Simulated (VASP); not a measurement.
# Na (I4/mmm) in VASP: single point with PBE

Aim: the single point of Na with PBE.

Everything below comes from runs of VASP 6.6.1. Logs are shortened: lines on timing, memory, paths and dates and some standing lists are left out, and cuts for length are marked.

## (1) The cell of the first run

The structure is tetragonal, space group I4/mmm (No. 139). The conventional cell has a = 4.293 Å, b = 4.293 Å, c = 4.121 Å, α = 90.00°, β = 90.00°, γ = 90.00°. Within 4.8 Å of Na (site symmetry 4/mmm) lie 14 Na at 3.67 to 4.29 Å.

## (2) Single point, PBE

Input file INCAR:

```
ALGO     = Fast           # electronic algorithm
EDIFF    = 1E-7           # SCF threshold, eV
ENCUT    = 520            # plane-wave cutoff, eV
GGA      = PE             # functional
ISIF     = 2              # what is computed and relaxed
ISMEAR   = 0              # smearing method
LASPH    = True           # aspherical terms in the spheres
LCHARG   = False          # write CHGCAR
LREAL    = False          # projectors in reciprocal space
LWAVE    = False          # write WAVECAR
NBANDS   = 10             # bands
NELM     = 100            # most SCF steps
PREC     = Accurate       # precision mode
SIGMA    = 0.15           # smearing width, eV
```

Input file KPOINTS:

```
k-points
0
Gamma
  18 18 18
```

Input file POSCAR:

```
Na
1.0
   -2.1465104543      2.1465104543      2.0606500361
    2.1465104543     -2.1465104543      2.0606500361
    2.1465104543      2.1465104543     -2.0606500361
Na
1
Direct
    0.0000000000      0.0000000000      0.0000000000
```

Potentials or basis: VASP PAW PBE potentials, release 64 (Na_pv).

Launch:

```console
> cat potpaw_PBE.64/Na_pv/POTCAR > POTCAR
> mpirun -np 1 vasp_std > vasp.out
```

OUTCAR:

```text
EDIFF = 1E-7
   ENCUT = 520
   GGA = PE
   ISIF = 2
   ISMEAR = 0
   LASPH = True
   LREAL = False
   NELM = 100
   PREC = Accurate

 ion  position               nearest neighbor table
   1  0.000  0.000  0.000-

  LATTYP: Found a body centered tetragonal cell.
 ALAT       =     4.2930209086
 C/A-ratio  =     0.9600000000

  Lattice vectors:

 A1 = (  -2.1465104543,   2.1465104543,   2.0606500361)
 A2 = (   2.1465104543,  -2.1465104543,   2.0606500361)
 A3 = (   2.1465104543,   2.1465104543,  -2.0606500361)

Analysis of symmetry for initial positions (statically):
=====================================================================
 Subroutine PRICEL returns:
 Original cell was already a primitive cell.

 Routine SETGRP: Setting up the symmetry group for a
 body centered tetragonal supercell.

 Subroutine GETGRP returns: Found 16 space group operations
 (whereof 16 operations were pure point group operations)
 out of a pool of 16 trial point group operations.

The static configuration has the point symmetry D_4h.

Analysis of symmetry for dynamics (positions and initial velocities):
=====================================================================
 Subroutine PRICEL returns:
 Original cell was already a primitive cell.

 Routine SETGRP: Setting up the symmetry group for a
 body centered tetragonal supercell.

 Subroutine GETGRP returns: Found 16 space group operations
 (whereof 16 operations were pure point group operations)
 out of a pool of 16 trial point group operations.

The dynamic configuration has the point symmetry D_4h.

 Subroutine INISYM returns: Found 16 space group operations
 (whereof 16 operations are pure point group operations),
 and found     1 'primitive' translations

----------------------------------------------------------------------------------------

                                     Primitive cell

  volume of cell :      37.9778

  direct lattice vectors                    reciprocal lattice vectors
    -2.146510454  2.146510454  2.060650036     0.000000000  0.232936205  0.242641881
     2.146510454 -2.146510454  2.060650036     0.232936205  0.000000000  0.242641881
     2.146510454  2.146510454 -2.060650036     0.232936205  0.232936205  0.000000000

  length of vectors
     3.668963455  3.668963455  3.668963455     0.336354512  0.336354512  0.329421541

  position of ions in fractional coordinates (direct lattice)
     0.000000000  0.000000000  0.000000000

  ion indices of the primitive-cell ions
   primitive index   ion index
                 1           1

----------------------------------------------------------------------------------------

 KPOINTS: k-points

Automatic generation of k-mesh.
 Grid dimensions read from file:
 generate k-points for:   18   18   18

 Generating k-lattice:

  Cartesian coordinates                     Fractional coordinates (reciprocal lattice)
     0.000000000  0.012940900  0.013480104     0.055555556 -0.000000000  0.000000000
     0.012940900  0.000000000  0.013480104    -0.000000000  0.055555556  0.000000000
     0.012940900  0.012940900  0.000000000     0.000000000  0.000000000  0.055555556

  Length of vectors
     0.018686362  0.018686362  0.018301197

  Shift w.r.t. Gamma in fractional coordinates (k-lattice)
     0.000000000  0.000000000  0.000000000

 Subroutine IBZKPT returns following result:
 ===========================================

 Found    480 irreducible k-points:

 Following reciprocal coordinates:
            Coordinates               Weight
  0.000000  0.000000  0.000000      1.000000
  0.055556 -0.000000  0.000000      8.000000
  0.111111 -0.000000  0.000000      8.000000
  0.166667 -0.000000  0.000000      8.000000
  0.222222 -0.000000  0.000000      8.000000
  0.277778 -0.000000  0.000000      8.000000
[... 16 lines left out ...]
 -0.277778  0.055556 -0.000000     16.000000
 -0.222222  0.055556 -0.000000     16.000000
 [... further k-points ...]
   k-points           NKPTS =    480   k-points in BZ     NKDIM =    480   number of bands    NBANDS=     10
   number of dos      NEDOS =    301   number of ions     NIONS =      1
   total plane-waves  NPLWV =  21952
   dimension x,y,z NGX =    28 NGY =   28 NGZ =   28
   dimension x,y,z NGXF=    56 NGYF=   56 NGZF=   56
   ions per type =               1
   NGX,Y,Z   is equivalent  to a cutoff of  12.69, 12.69, 12.69 a.u.
   NGXF,Y,Z  is equivalent  to a cutoff of  25.37, 25.37, 25.37 a.u.
 SYSTEM =  unknown system
   PREC   = accura    normal or accurate (medium, high low for compatibility)
   ISTART =      0    job   : 0-new  1-cont  2-samecut
   ICHARG =      2    charge: 1-file 2-atom 10-const
   ISPIN  =      1    spin polarized calculation?
   LNONCOLLINEAR =      F non collinear calculations
   LSORBIT =      F    spin-orbit coupling
   LASPH  =      T    aspherical Exc in radial PAW
   ENCUT  =  520.0 eV  38.22 Ry    6.18 a.u.   6.82  6.82  6.82*2*pi/ulx,y,z
   NELM   =    100;   NELMIN=  2; NELMDL= -5     # of ELM steps
   EDIFF  = 0.1E-06   stopping-criterion for ELM
   LREAL  =      F    real-space projection
   EDIFFG = 0.1E-05   stopping-criterion for IOM
   NSW    =      0    number of steps for IOM
   IBRION =     -1    ionic relax: 0-MD 1-quasi-New 2-CG
   NFREE  =      0    steps in history (QN), initial steepest desc. (CG)
   ISIF   =      2    stress and relaxation
   ISYM   =      2    0-nonsym 1-usesym 2-fastsym
   POTIM  = 0.5000    time-step for ionic-motion
   TEBEG  =    0.0;   TEEND  =   0.0 temperature during run
   PSTRESS=    0.0 pullay stress
   NELECT =       7.0000    total number of electrons
   NUPDOWN=      -1.0000    fix difference up-down
   EMIN   =  10.00;   EMAX   =-10.00  energy-range for DOS
   EFERMI =   0.00;   METHOD = LEGACY
   ISMEAR =     0;   SIGMA  =   0.15  broadening in eV -4-tet -1-fermi 0-gaus
   EFERMI_NEDOS =   21; number of points for ismear=-14 and -15
   IALGO  =     68    algorithm
   IMIX   =      4    mixing-type and parameters
     AMIX     =   0.40;   BMIX     =  1.00
     AMIX_MAG =   1.60;   BMIX_MAG =  1.00
  volume/ion in A,a.u.               =      37.98       256.29
  Fermi-wavevector in a.u.,A,eV,Ry     =   0.931674  1.760609 11.810087  0.868017
  Thomas-Fermi vector in A             =   2.058192
   LORBIT       =      0    0 simple, 1 ext, 2 COOP (PROOUT), +10 PAW based schemes
   GGA     = PE    functional components
   LHFCALC =     F    Hartree Fock is set to
   AEXX    =    0.0000 exact exchange contribution
   IVDW    =     0    specifies the selected vdW correction
   LEPSILON=     F    determine dielectric tensor
   LRPA    =     F    only Hartree local field effects (RPA)
 non-spin polarized calculation
 RMM-DIIS sequential band-by-band and
 Gauss-broadening in eV      SIGMA  =   0.15
  energy-cutoff  :      520.00
  volume of cell :       37.98
 maximum number of plane-waves:      1044
   NGX = 13   NGY = 13   NGZ = 13

 number of electron       7.0000007 magnetization

 Free energy of the ion-electron system (eV)
  ---------------------------------------------------
  ext. energy  EPLUGINS =         0.00000000
  ---------------------------------------------------
  free energy    TOTEN  =        -1.31325268 eV

  energy without entropy =       -1.30822414  energy(sigma->0) =       -1.31073841

 E-fermi :   0.2626     XC(G=0):  -6.4396

 val. band max:        0.2610949999   @ k =  -0.4444   0.4444   0.0000
 cond. band min:       0.2681415559   @ k =  -0.1667   0.4444   0.1111
 fundamental gap:      0.0070465560
 Fermi energy:         0.2626133108

 k-point     1 :       0.0000    0.0000    0.0000
  band No.  band energies     occupation
      1     -24.6607      2.00000
      2     -24.6605      2.00000
      3     -24.6605      2.00000
      4      -2.9671      2.00000
      5      11.4367      0.00000
      6      12.0565      0.00000
      7      12.0565      0.00000
      8      12.5257      0.00000
      9      13.0411      0.00000
     10      13.0550      0.00000

 k-point     2 :       0.0556   -0.0000    0.0000
  band No.  band energies     occupation
      1     -24.6616      2.00000
      2     -24.6608      2.00000
      3     -24.6606      2.00000
      4      -2.9128      2.00000
      5      11.1246      0.00000
      6      11.2323      0.00000
      7      11.7158      0.00000
      8      12.0524      0.00000
      9      12.6081      0.00000
     10      13.4689      0.00000

 k-point     3 :       0.1111   -0.0000    0.0000
  band No.  band energies     occupation
      1     -24.6644      2.00000
      2     -24.6618      2.00000
      3     -24.6606      2.00000
      4      -2.7503      2.00000
      5       9.7936      0.00000
      6      10.5433      0.00000
      7      11.1484      0.00000
      8      11.4330      0.00000
      9      12.2734      0.00000
     10      13.6359      0.00000

 k-point     4 :       0.1667   -0.0000    0.0000
  band No.  band energies     occupation
      1     -24.6688      2.00000
      2     -24.6633      2.00000
      3     -24.6607      2.00000
      4      -2.4805      2.00000
      5       8.3533      0.00000
      6       9.9588      0.00000
      7      10.6091      0.00000
      8      10.8504      0.00000
      9      11.9040      0.00000
     10      13.8332      0.00000
[... 222 lines left out ...]
 k-point    22 :      -0.3333    0.0556   -0.0000
  band No.  band energies     occupation
      1     -24.6825      2.00000
      2     -24.6682      2.00000
      3     -24.6611      2.00000
      4      -1.3223      2.00000
      5       5.1065      0.00000
      6       8.1070      0.00000
      7       9.5148      0.00000
      8      10.0845      0.00000
      9      11.5850      0.00000
     10      14.5840      0.00000

 k-point    23 :      -0.2778    0.0556   -0.0000
  band No.  band energies     occupation
      1     -24.6771      2.00000
      2     -24.6661      2.00000
      3     -24.6611      2.00000
      4      -1.8494      2.00000
      5       6.3634      0.00000
      6       8.4756      0.00000
      7       9.8897      0.00000
      8      10.4409      0.00000
      9      11.9371      0.00000
     10      14.0768      0.00000

 k-point    24 :      -0.2222    0.0556   -0.0000
  band No.  band energies     occupation
      1     -24.6718      2.00000
      2     -24.6641      2.00000
      3     -24.6610      2.00000
      4      -2.2744      2.00000
      5       7.6908      0.00000
      6       8.9434      0.00000
      7      10.3444      0.00000
      8      10.8801      0.00000
      9      12.3092      0.00000
     10      13.6976      0.00000

 [... further k-points ...]
[... 5 lines left out ...]
  --------------------------------------------------------------------------------------
  -------------------------------------------------------------------------------------
  Total       -0.0542531     -0.0542531     -0.0411356      0.0000000      0.0000000      0.0000000
  in kB       -2.2887849     -2.2887849     -1.7353943      0.0000000      0.0000000      0.0000000
  external PRESSURE =      -2.1043214 kB  Pullay stress =       0.0000000 kB

 VOLUME and BASIS-vectors are now :
 -----------------------------------------------------------------------------
  energy-cutoff  :      520.00
  volume of cell :       37.98
      direct lattice vectors                 reciprocal lattice vectors
    -2.146510454  2.146510454  2.060650036     0.000000000  0.232936205  0.242641881
     2.146510454 -2.146510454  2.060650036     0.232936205  0.000000000  0.242641881
     2.146510454  2.146510454 -2.060650036     0.232936205  0.232936205  0.000000000

 POSITION                                       TOTAL-FORCE (eV/Angst)
 -----------------------------------------------------------------------------------
      0.00000      0.00000      0.00000        -0.000000     -0.000000      0.000000
 -----------------------------------------------------------------------------------
    total drift:                               -0.000000     -0.000000     -0.000000

  FREE ENERGIE OF THE ION-ELECTRON SYSTEM (eV)
  ---------------------------------------------------
  free  energy   TOTEN  =        -1.3132526843 eV

  energy  without entropy=       -1.3082241356  energy(sigma->0) =       -1.31073841
```

Run time: 2 min. Hardware: 1 thread of Intel Xeon Platinum 8259CL at 2.50GHz (Skylake/Cascade Lake), shared host; peak memory 0.26 GiB.

What came out:

- Free energy: -1.3133 eV
- Pressure: -0.2 GPa
- Band gap on the k mesh: zero (an odd number of electrons rules out a gap without spin polarisation)
